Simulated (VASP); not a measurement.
Runs of VASP 6.6.1 on VN (l.b). The structure is that of space group Fm-3m (No. 225), or close to it. The cells are those of the table. 

```tsv
task	cell	k mesh	gap on the mesh (eV)	pressure (GPa)	relaxed volume (Å³/atom)
relaxation of cell and atoms	relaxed from a = 2.885 Å, angles 60.0°, 2 atoms	8 × 8 × 8	-	-0.1	(a)
relaxation of cell and atoms	relaxed from a = 2.859 Å, angles 60.0°, 2 atoms	18 × 18 × 18	-	0.0	8.28
single point	a = 2.885 Å, angles 60.0°, 2 atoms	8 × 8 × 8	none	-8.5	-
single point	a = 2.858 Å, angles 60.0°, 2 atoms	18 × 18 × 18	none	1.1	-
single point	a = 2.859 Å, angles 60.0°, 2 atoms	8 × 8 × 8	none	1.1	-
```

Alike in all rows: level LDA; potentials or basis VASP PAW LDA potentials, release 64 (V_sv, N); no spin polarisation; cutoff (eV) 600; smearing gaussian 0.1 eV.

Fill in the values left out.

(a) 8.29.

Caveats: the run has no spin polarisation, though such a crystal can be magnetic; the bands computed are all filled at some k points, so no gap is given (some runs).

A gap of «none» marks levels without a gap at the run's occupations.
